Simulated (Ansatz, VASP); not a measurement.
AgRh in VASP and in Ansatz

```
Ag Rh
1.0
     2.83206    0.00000    0.00000
    -1.41603    2.45264    0.00000
     0.00000    0.00000    4.90291
Ag Rh
1 1
Direct
  0.00000 0.00000 0.50000
  0.66667 0.33333 0.00000
```

Alike in both runs: task single point; functional r2SCAN; k mesh 11 × 11 × 6; occupations fermi-dirac, width 0.05 eV; no spin polarisation.

```csv
,VASP,Ansatz
version,VASP 6.6.1,Ansatz 0.2.0
potentials or method,"VASP PAW PBE potentials, release 64 (Ag, Rh_pv)",Ansatz PAW
plane-wave cutoff (eV),520,500
valence electrons in the cell,26,36
```

```csv
,VASP,Ansatz,Ansatz less VASP
gap on the k mesh at the Fermi level (eV),none,none,-
pressure (GPa),-13.0,-13.3,-0.32
"traceless stress, the component that is largest in VASP (GPa)",0.83,0.92,+0.083
```

VASP's potentials were made for PBE, not for r2SCAN. A gap of «none» marks a metal or a gap that the smearing closes. VASP's potentials hold 26 valence electrons a cell and Ansatz's 36, so a difference there can come from the potentials and not from the codes.
